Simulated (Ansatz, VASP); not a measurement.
# AlNi: VASP beside Ansatz

```
Al Ni
1.0
     1.90961   -1.95319    0.00000
     1.90961    1.95319    0.00000
     0.00000    0.00000    3.09943
Al Ni
1 1
Direct
  0.00000 0.00000 0.00000
  0.50000 0.50000 0.50000
```

Change from the starting cell: strain -0.0150 x Voigt [1, 0, 0, 0, 0, 0], atoms carried along.

Alike in both runs: task single point; functional PBEsol; k mesh 18 × 18 × 16; occupations gaussian, width 0.15 eV; no spin polarisation.

|  | VASP | Ansatz |
| --- | --- | --- |
| version | VASP 6.6.1 | Ansatz 0.2.0 |
| potentials or method | VASP PAW PBE potentials, release 64 (Al, Ni), cutoff 520 eV | scalar-relativistic, plane waves, PAW |
| valence electrons in the cell | 13 | 21 |

Ansatz gave:

| Property | Result |
| --- | --- |
| gap on the k mesh at the Fermi level (eV) | none |
| pressure (GPa) | 3.2 |
| traceless stress, the component that is largest in VASP (GPa) | 4.78 |

Question: Estimate VASP's values.

Answer: gap on the k mesh at the Fermi level (eV): none; pressure (GPa): 3.5; traceless stress, the component that is largest in VASP (GPa): 4.86.

VASP's potentials were made for PBE, not for PBEsol. A gap of «none» marks a metal or a gap that the smearing closes. VASP's potentials hold 13 valence electrons a cell and Ansatz's 21, so a difference there can come from the potentials and not from the codes.
